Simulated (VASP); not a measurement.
# B3C (Pm-3m) in VASP: a series of runs

The runs below take B3C through single point, relaxation of cell and atoms, with PBE.

Program: VASP 6.6.1. These are calculated values, not measurements. Logs are shortened: lines on timing, memory, paths and dates and some standing lists are left out, and cuts for length are marked.

### 1 The cell of the first run

It takes space group Pm-3m (No. 221, cubic). Conventional cell: a = 2.906 Å, b = 2.906 Å, c = 2.906 Å, α = 90.00°, β = 90.00°, γ = 90.00°. Within 2.7 Å of B (site symmetry 4/mmm) lie 8 B at 2.05 Å and 4 C at 2.05 Å. Within 2.7 Å of C (site symmetry m-3m) lie 12 B at 2.05 Å.

### 2 Single point, PBE

Input file INCAR:

```
SYSTEM = B3C
PREC = Accurate
ENCUT = 520
EDIFF = 1E-6
ISMEAR = 0
SIGMA = 0.1
LREAL = .FALSE.
LASPH = .TRUE.
NELM = 100
ALGO = Normal
ISIF = 2
LWAVE = .FALSE.
LCHARG = .FALSE.
GGA = PE
NBANDS = 14
```

Input file KPOINTS:

```
regular mesh
0
G
  6 6 6
  0 0 0
```

Input file POSCAR:

```
B3C
1.0
    2.9055416039      0.0000000000      0.0000000000
    0.0000000000      2.9055416039      0.0000000000
    0.0000000000      0.0000000000      2.9055416039
B C
3 1
Direct
    0.5000000000      0.0000000000      0.0000000000
    0.0000000000      0.5000000000      0.0000000000
    0.0000000000      0.0000000000      0.5000000000
    0.5000000000      0.5000000000      0.5000000000
```

Potentials or basis: VASP PAW PBE potentials, release 64 (B, C).

The run is started by

```
cat potpaw_PBE.64/B/POTCAR potpaw_PBE.64/C/POTCAR > POTCAR
mpirun -np 1 vasp_std > vasp.out
```

OUTCAR:

```text
SYSTEM = B3C
   PREC = Accurate
   ENCUT = 520
   EDIFF = 1E-6
   ISMEAR = 0
   LREAL = .FALSE.
   LASPH = .TRUE.
   NELM = 100
   ISIF = 2
   GGA = PE

 ion  position               nearest neighbor table
   1  0.500  0.000  0.000-   2 2.05   3 2.05   4 2.05   3 2.05   4 2.05   2 2.05   4 2.05   4 2.05
                             2 2.05   3 2.05   3 2.05   2 2.05
   2  0.000  0.500  0.000-   1 2.05   3 2.05   4 2.05   3 2.05   4 2.05   1 2.05   3 2.05   3 2.05
                             1 2.05   4 2.05   4 2.05   1 2.05
   3  0.000  0.000  0.500-   1 2.05   2 2.05   4 2.05   1 2.05   2 2.05   2 2.05   4 2.05   2 2.05
                             1 2.05   4 2.05   1 2.05   4 2.05
   4  0.500  0.500  0.500-   1 2.05   2 2.05   3 2.05   1 2.05   2 2.05   1 2.05   3 2.05   1 2.05
                             2 2.05   3 2.05   2 2.05   3 2.05

  LATTYP: Found a simple cubic cell.
 ALAT       =     2.9055416039

  Lattice vectors:

 A1 = (   2.9055416039,   0.0000000000,   0.0000000000)
 A2 = (   0.0000000000,   2.9055416039,   0.0000000000)
 A3 = (   0.0000000000,   0.0000000000,   2.9055416039)

Analysis of symmetry for initial positions (statically):
=====================================================================
 Subroutine PRICEL returns:
 Original cell was already a primitive cell.

 Routine SETGRP: Setting up the symmetry group for a
 simple cubic supercell.

 Subroutine GETGRP returns: Found 48 space group operations
 (whereof 48 operations were pure point group operations)
 out of a pool of 48 trial point group operations.

The static configuration has the point symmetry O_h .

Analysis of symmetry for dynamics (positions and initial velocities):
=====================================================================
 Subroutine PRICEL returns:
 Original cell was already a primitive cell.

 Routine SETGRP: Setting up the symmetry group for a
 simple cubic supercell.

 Subroutine GETGRP returns: Found 48 space group operations
 (whereof 48 operations were pure point group operations)
 out of a pool of 48 trial point group operations.

The dynamic configuration has the point symmetry O_h .

 Subroutine INISYM returns: Found 48 space group operations
 (whereof 48 operations are pure point group operations),
 and found     1 'primitive' translations

----------------------------------------------------------------------------------------

                                     Primitive cell

  volume of cell :      24.5291

  direct lattice vectors                    reciprocal lattice vectors
     2.905541604  0.000000000  0.000000000     0.344169913  0.000000000  0.000000000
     0.000000000  2.905541604  0.000000000     0.000000000  0.344169913  0.000000000
     0.000000000  0.000000000  2.905541604     0.000000000  0.000000000  0.344169913

  length of vectors
     2.905541604  2.905541604  2.905541604     0.344169913  0.344169913  0.344169913

  position of ions in fractional coordinates (direct lattice)
     0.500000000  0.000000000  0.000000000
     0.000000000  0.500000000  0.000000000
     0.000000000  0.000000000  0.500000000
     0.500000000  0.500000000  0.500000000

  ion indices of the primitive-cell ions
   primitive index   ion index
                 1           1
                 2           2
                 3           3
                 4           4

----------------------------------------------------------------------------------------

 KPOINTS: regular mesh

Automatic generation of k-mesh.
 Grid dimensions read from file:
 generate k-points for:    6    6    6

 Generating k-lattice:

  Cartesian coordinates                     Fractional coordinates (reciprocal lattice)
     0.057361652  0.000000000  0.000000000     0.166666667  0.000000000  0.000000000
     0.000000000  0.057361652  0.000000000     0.000000000  0.166666667  0.000000000
     0.000000000  0.000000000  0.057361652     0.000000000  0.000000000  0.166666667

  Length of vectors
     0.057361652  0.057361652  0.057361652

  Shift w.r.t. Gamma in fractional coordinates (k-lattice)
     0.000000000  0.000000000  0.000000000

 Subroutine IBZKPT returns following result:
 ===========================================

 Found     20 irreducible k-points:

 Following reciprocal coordinates:
            Coordinates               Weight
  0.000000  0.000000  0.000000      1.000000
  0.166667  0.000000  0.000000      6.000000
  0.333333  0.000000  0.000000      6.000000
  0.500000  0.000000  0.000000      3.000000
  0.166667  0.166667  0.000000     12.000000
  0.333333  0.166667  0.000000     24.000000
[... 12 lines left out ...]
  0.500000  0.500000  0.333333      6.000000
  0.500000  0.500000  0.500000      1.000000
   k-points           NKPTS =     20   k-points in BZ     NKDIM =     20   number of bands    NBANDS=     14
   number of dos      NEDOS =    301   number of ions     NIONS =      4
   total plane-waves  NPLWV =  13824
   dimension x,y,z NGX =    24 NGY =   24 NGZ =   24
   dimension x,y,z NGXF=    48 NGYF=   48 NGZF=   48
   ions per type =               3   1
   NGX,Y,Z   is equivalent  to a cutoff of  13.73, 13.73, 13.73 a.u.
   NGXF,Y,Z  is equivalent  to a cutoff of  27.46, 27.46, 27.46 a.u.
 SYSTEM =  B3C
   PREC   = accura    normal or accurate (medium, high low for compatibility)
   ISTART =      0    job   : 0-new  1-cont  2-samecut
   ICHARG =      2    charge: 1-file 2-atom 10-const
   ISPIN  =      1    spin polarized calculation?
   LNONCOLLINEAR =      F non collinear calculations
   LSORBIT =      F    spin-orbit coupling
   LASPH  =      T    aspherical Exc in radial PAW
   ENCUT  =  520.0 eV  38.22 Ry    6.18 a.u.   5.40  5.40  5.40*2*pi/ulx,y,z
   NELM   =    100;   NELMIN=  2; NELMDL= -5     # of ELM steps
   EDIFF  = 0.1E-05   stopping-criterion for ELM
   LREAL  =      F    real-space projection
   EDIFFG = 0.1E-04   stopping-criterion for IOM
   NSW    =      0    number of steps for IOM
   IBRION =     -1    ionic relax: 0-MD 1-quasi-New 2-CG
   NFREE  =      0    steps in history (QN), initial steepest desc. (CG)
   ISIF   =      2    stress and relaxation
   ISYM   =      2    0-nonsym 1-usesym 2-fastsym
   POTIM  = 0.5000    time-step for ionic-motion
   TEBEG  =    0.0;   TEEND  =   0.0 temperature during run
   PSTRESS=    0.0 pullay stress
   NELECT =      13.0000    total number of electrons
   NUPDOWN=      -1.0000    fix difference up-down
   EMIN   =  10.00;   EMAX   =-10.00  energy-range for DOS
   EFERMI =   0.00;   METHOD = LEGACY
   ISMEAR =     0;   SIGMA  =   0.10  broadening in eV -4-tet -1-fermi 0-gaus
   EFERMI_NEDOS =   21; number of points for ismear=-14 and -15
   IALGO  =     38    algorithm
   IMIX   =      4    mixing-type and parameters
     AMIX     =   0.40;   BMIX     =  1.00
     AMIX_MAG =   1.60;   BMIX_MAG =  1.00
  volume/ion in A,a.u.               =       6.13        41.38
  Fermi-wavevector in a.u.,A,eV,Ry     =   1.324836  2.503577 23.880822  1.755191
  Thomas-Fermi vector in A             =   2.454341
   LORBIT       =      0    0 simple, 1 ext, 2 COOP (PROOUT), +10 PAW based schemes
   GGA     = PE    functional components
   LHFCALC =     F    Hartree Fock is set to
   AEXX    =    0.0000 exact exchange contribution
   IVDW    =     0    specifies the selected vdW correction
   LEPSILON=     F    determine dielectric tensor
   LRPA    =     F    only Hartree local field effects (RPA)
 non-spin polarized calculation
 Gauss-broadening in eV      SIGMA  =   0.10
  energy-cutoff  :      520.00
  volume of cell :       24.53
 maximum number of plane-waves:       691
 NGX is ok and might be reduce to    24
   NGX = 11   NGY = 11   NGZ = 11

 number of electron      13.0000001 magnetization

 Free energy of the ion-electron system (eV)
  ---------------------------------------------------
  ext. energy  EPLUGINS =         0.00000000
  ---------------------------------------------------
  free energy    TOTEN  =       -20.36539490 eV

  energy without entropy =      -20.35937917  energy(sigma->0) =      -20.36238703

 E-fermi :  10.2899     XC(G=0): -13.0178

 val. band max:       10.1633030022   @ k =   0.3333   0.1667   0.0000
 cond. band min:      10.3152076138   @ k =   0.5000   0.1667   0.0000
 fundamental gap:      0.1519046117
 Fermi energy:        10.2898943014

 k-point     1 :       0.0000    0.0000    0.0000
  band No.  band energies     occupation
      1      -9.4610      2.00000
      2       2.7106      2.00000
      3       2.7106      2.00000
      4       2.7106      2.00000
      5       5.9631      2.00000
      6      10.0159      1.99989
      7      10.0159      1.99989
      8      13.9213      0.00000
      9      13.9213      0.00000
     10      13.9213      0.00000
     11      16.2045      0.00000
     12      16.2045      0.00000
     13      16.2045      0.00000
     14      24.2838      0.00000

 k-point     2 :       0.1667    0.0000    0.0000
  band No.  band energies     occupation
      1      -9.0701      2.00000
      2       0.2985      2.00000
      3       3.1551      2.00000
      4       3.1551      2.00000
      5       7.0192      2.00000
      6      10.1407      1.96511
      7      12.2708      0.00000
      8      12.7582      0.00000
      9      12.7582      0.00000
     10      13.0891      0.00000
     11      15.7065      0.00000
     12      15.8165      0.00000
     13      15.8165      0.00000
     14      23.2310      0.00000
[... 275 lines left out ...]
      1      -2.2979      2.00000
      2      -0.5934      2.00000
      3      -0.5934      2.00000
      4      -0.0139      2.00000
      5       2.5045      2.00000
      6       6.0647      2.00000
      7       6.0647      2.00000
      8       6.1711      2.00000
      9      17.6275      0.00000
     10      18.5803      0.00000
     11      18.5803      0.00000
     12      21.4624      0.00000
     13      21.8346      0.00000
     14      21.8346      0.00000

 k-point    20 :       0.5000    0.5000    0.5000
  band No.  band energies     occupation
      1      -0.5533      2.00000
      2       0.0201      2.00000
      3       0.0201      2.00000
      4       0.0201      2.00000
      5       0.7040      2.00000
      6       4.7320      2.00000
      7       4.7320      2.00000
      8       4.7320      2.00000
      9      18.9440      0.00000
     10      18.9440      0.00000
     11      18.9440      0.00000
     12      22.8017      0.00000
     13      22.8017      0.00000
     14      22.8269      0.00000

------------------------ aborting loop because EDIFF is reached ----------------------------------------

  FORCE on cell =-STRESS in cart. coord.  units (eV):
  Direction    XX          YY          ZZ          XY          YZ          ZX
  --------------------------------------------------------------------------------------
  -------------------------------------------------------------------------------------
  Total        0.0018967      0.0018967      0.0018967      0.0000000      0.0000000      0.0000000
  in kB        0.1238855      0.1238855      0.1238855      0.0000000      0.0000000      0.0000000
  external PRESSURE =       0.1238855 kB  Pullay stress =       0.0000000 kB

 VOLUME and BASIS-vectors are now :
 -----------------------------------------------------------------------------
  energy-cutoff  :      520.00
  volume of cell :       24.53
      direct lattice vectors                 reciprocal lattice vectors
     2.905541604  0.000000000  0.000000000     0.344169913  0.000000000  0.000000000
     0.000000000  2.905541604  0.000000000     0.000000000  0.344169913  0.000000000
     0.000000000  0.000000000  2.905541604     0.000000000  0.000000000  0.344169913

 POSITION                                       TOTAL-FORCE (eV/Angst)
 -----------------------------------------------------------------------------------
      1.45277      0.00000      0.00000         0.000000      0.000000      0.000000
      0.00000      1.45277      0.00000         0.000000      0.000000      0.000000
      0.00000      0.00000      1.45277         0.000000      0.000000      0.000000
      1.45277      1.45277      1.45277         0.000000      0.000000      0.000000
 -----------------------------------------------------------------------------------
    total drift:                                0.000000      0.000000     -0.000000

  FREE ENERGIE OF THE ION-ELECTRON SYSTEM (eV)
  ---------------------------------------------------
  free  energy   TOTEN  =       -20.3653948964 eV

  energy  without entropy=      -20.3593791663  energy(sigma->0) =      -20.36238703
```

Run time: 2.3 s. Hardware: 1 thread of Intel Xeon 6975P-C (Granite Rapids), shared host; peak memory 0.13 GiB.

What came out:

```yaml
Free_energy: -20.3654 eV
Pressure: 0.0 GPa
```

Levels at points of the mesh, in eV from the Fermi level:
```csv
k point,band 4,band 5,band 6,band 7,band 8,band 9
"(0.00, 0.00, 0.00)",-7.58,-4.33,-0.27,-0.27,3.63,3.63
"(0.50, 0.00, 0.00)",-4.27,-2.80,-2.80,-0.97,-0.47,0.34
"(0.50, 0.50, 0.00)",-11.54,-1.66,1.22,1.22,1.24,1.24
"(0.50, 0.50, 0.50)",-10.27,-9.59,-5.56,-5.56,-5.56,8.65
```

Caveat: the k points lie up to 0.36 Å⁻¹ apart.

### 3 Relaxation of cell and atoms, PBE

This run uses another cell than the first one, of 9.71 Å³/atom, 1.583 times its volume.

Input file INCAR:

```
ALGO = Normal
EDIFF = 1E-6
EDIFFG = -0.04
ENCUT = 600
GGA = PE
IBRION = 2
ISIF = 3
ISMEAR = 0
LASPH = True
LCHARG = False
LREAL = False
LWAVE = False
NELM = 80
NSW = 90
PREC = Accurate
SIGMA = 0.1
```

Input file KPOINTS:

```
k-points
0
Gamma
  6 6 6
```

Input file POSCAR:

```
B3C
1.0
    3.3861193300      0.0000000000      0.0000000000
    0.0000000000      3.3861193300      0.0000000000
    0.0000000000      0.0000000000      3.3861193300
B C
3 1
Direct
    0.5000000000      0.0000000000      0.0000000000
    0.0000000000      0.5000000000      0.0000000000
    0.0000000000      0.0000000000      0.5000000000
    0.5000000000      0.5000000000      0.5000000000
```

Potentials or basis: VASP PAW PBE potentials, release 64 (B, C).

The run is started by

```
cat potpaw_PBE.64/B/POTCAR potpaw_PBE.64/C/POTCAR > POTCAR
mpirun -np 1 vasp_std > vasp.out
```

Run time: 10 s. Hardware: 1 thread of Intel Xeon 6975P-C (Granite Rapids), shared host; peak memory 0.15 GiB.

It converged, with:

| Item | Value |
| --- | --- |
| Free energy | -20.3790 eV |
| Relaxed volume | 6.14 Å³/atom |
| Relaxed cell | a = 2.906 Å, b = 2.906 Å, c = 2.906 Å, α = 90.00°, β = 90.00°, γ = 90.00° |
| Space group after relaxing (to 0.05 Å) | Pm-3m (No. 221) |
| Energy gained by relaxing | 630.1 meV/atom |
| Ionic steps | 4 |
| Pressure after relaxing | -0.2 GPa |

The path:
| step | energy change (eV) | largest force (eV/Å) | pressure (GPa) | volume (Å³) |
| --- | --- | --- | --- | --- |
| 1 | 0.0000 | 0.0000 | -39.58 | 38.82 |
| 2 | -2.4236 | 0.0000 | -13.32 | 26.85 |
| 3 | -2.5082 | 0.0000 | -4.63 | 25.29 |
| 4 | -2.5203 | 0.0000 | -0.22 | 24.55 |

Final structure:
```
B C
1.0
     2.90636    0.00000    0.00000
     0.00000    2.90636    0.00000
     0.00000    0.00000    2.90636
B C
3 1
Direct
  0.50000 0.00000 0.00000
  0.00000 0.50000 0.00000
  0.00000 0.00000 0.50000
  0.50000 0.50000 0.50000
```

Levels at points of the mesh, in eV from the Fermi level:
| k point | band 3 | band 4 | band 5 | band 6 | band 7 | band 8 | band 9 | band 10 |
| --- | --- | --- | --- | --- | --- | --- | --- | --- |
| (0.00, 0.00, 0.00) | -7.57 | -7.57 | -4.33 | -0.27 | -0.27 | 3.63 | 3.63 | 3.63 |
| (0.50, 0.00, 0.00) | -4.26 | -4.26 | -2.79 | -2.79 | -0.97 | -0.48 | 0.35 | 3.99 |
| (0.50, 0.50, 0.00) | -12.01 | -11.53 | -1.66 | 1.22 | 1.22 | 1.24 | 1.24 | 4.01 |
| (0.50, 0.50, 0.50) | -10.26 | -10.26 | -9.58 | -5.55 | -5.55 | -5.55 | 8.65 | 8.65 |

Caveat: the volume moved by over 15 % at a fixed basis, so the end points are rough.

### 4 Single point, PBE

This run uses another cell than the first one, of 6.15 Å³/atom, 1.003 times its volume.

Input file INCAR:

```
PREC = Accurate
ENCUT = 520
EDIFF = 1E-6
ISMEAR = 0
SIGMA = 0.1
LREAL = False
LASPH = True
NELM = 100
ALGO = Normal
ISIF = 2
LWAVE = False
LCHARG = True
GGA = PE
LELF = True
LVHAR = True
NBANDS = 14
```

Input file KPOINTS:

```
Automatic mesh
0
Gamma
  16 16 16
```

Input file POSCAR:

```
B3C
1.0
    2.9087103625      0.0000000000      0.0000000000
    0.0000000000      2.9087103625      0.0000000000
    0.0000000000      0.0000000000      2.9087103625
B C
3 1
Direct
    0.5000000000      0.0000000000      0.0000000000
    0.0000000000      0.5000000000      0.0000000000
    0.0000000000      0.0000000000      0.5000000000
    0.5000000000      0.5000000000      0.5000000000
```

The run is started by

```
cat potpaw_PBE.64/B/POTCAR potpaw_PBE.64/C/POTCAR > POTCAR
mpirun -np 1 vasp_std > vasp.out
```

Wall time 12 s (1 thread of Intel Xeon 6975P-C (Granite Rapids), shared host); peak memory 0.16 GiB.

Results (log left out):

```yaml
Free_energy: -20.3602 eV
Pressure: 0.1 GPa
```

Levels at points of the mesh, in eV from the Fermi level:
```tsv
k point	band 2	band 3	band 4	band 5	band 6	band 7	band 8	band 9	band 10	band 11
(0.00, 0.00, 0.00)	-7.66	-7.66	-7.66	-4.44	-0.38	-0.38	3.52	3.52	3.52	5.81
(0.50, 0.00, 0.00)	-15.37	-4.36	-4.36	-2.88	-2.88	-1.06	-0.60	0.25	3.87	7.11
(0.50, 0.50, 0.00)	-12.09	-12.09	-11.60	-1.77	1.10	1.13	1.14	1.14	3.89	3.89
(0.50, 0.50, 0.50)	-10.34	-10.34	-10.34	-9.65	-5.65	-5.65	-5.65	8.52	8.52	8.52
```

### 5 Summary

```tsv
task	cell	k mesh	cutoff (eV)	gap on the mesh (eV)	pressure (GPa)
single point	a = 2.906 Å, 4 atoms	6 × 6 × 6	520	none	0.0
relaxation of cell and atoms	relaxed from a = 3.386 Å, 4 atoms	6 × 6 × 6	600	none	-0.2
single point	a = 2.909 Å, 4 atoms	16 × 16 × 16	520	none	0.1
```

Alike in all rows: level PBE; potentials or basis VASP PAW PBE potentials, release 64 (B, C); no spin polarisation; smearing gaussian 0.1 eV.

Caveats: some runs use coarse meshes; the volume moved by over 15 % at a fixed basis, so the end points are rough (some runs).

Absolute energies hang on the potentials; compare differences alone.
